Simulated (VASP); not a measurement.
## BeS: single point with PBE

Crystal: BeS.

```xyz
2
Lattice="0.0000 2.4100 2.4100 2.4100 0.0000 2.4100 2.4100 2.4100 0.0000" Properties=species:S:1:pos:R:3 pbc="T T T"
Be    0.0000    0.0000    0.0000
S     1.2050    1.2050    1.2050
```

This cell differs from its parent crystal: strain -1.0%.

- Program: VASP 6.6.1
- Task: single point
- Functional: PBE
- Potentials or basis: VASP PAW PBE potentials, release 64 (Be, S)
- Cutoff: 520 eV
- k mesh: 6 × 6 × 6
- Occupations: gaussian, width 0.01 eV
- Spin: no spin polarisation
- Dipole correction: no
- Further INCAR settings: ALGO = Normal; EDIFF = 1e-07; NBANDS = 11

```yaml
Pressure: 3.5 GPa
Band_gap_on_the_k_mesh: 3.07 eV, indirect (least direct gap 5.66 eV)
```

Levels at points of the mesh, in eV from the valence-band top:
| k point | band 1 | band 2 | band 3 | band 4 | band 5 | band 6 | band 7 | band 8 | band 9 |
| --- | --- | --- | --- | --- | --- | --- | --- | --- | --- |
| (0.00, 0.00, 0.00) | -13.82 | 0.00 | 0.00 | 0.00 | 5.66 | 5.66 | 5.66 | 6.05 | 12.85 |
| (0.50, 0.00, 0.00) | -12.16 | -5.91 | -1.06 | -1.06 | 5.55 | 6.56 | 6.56 | 11.30 | 15.03 |
| (0.50, 0.50, 0.00) | -11.60 | -5.12 | -2.71 | -2.71 | 3.07 | 4.90 | 12.93 | 12.93 | 15.81 |

It took 9.9 s on 1 thread of AMD EPYC 7R43 64-Core Processor (Zen 3), on a shared host, peak memory 0.11 GiB.

Caveat: the cell differs from its parent crystal (strain -1.0%). A k mesh can miss the band edges.
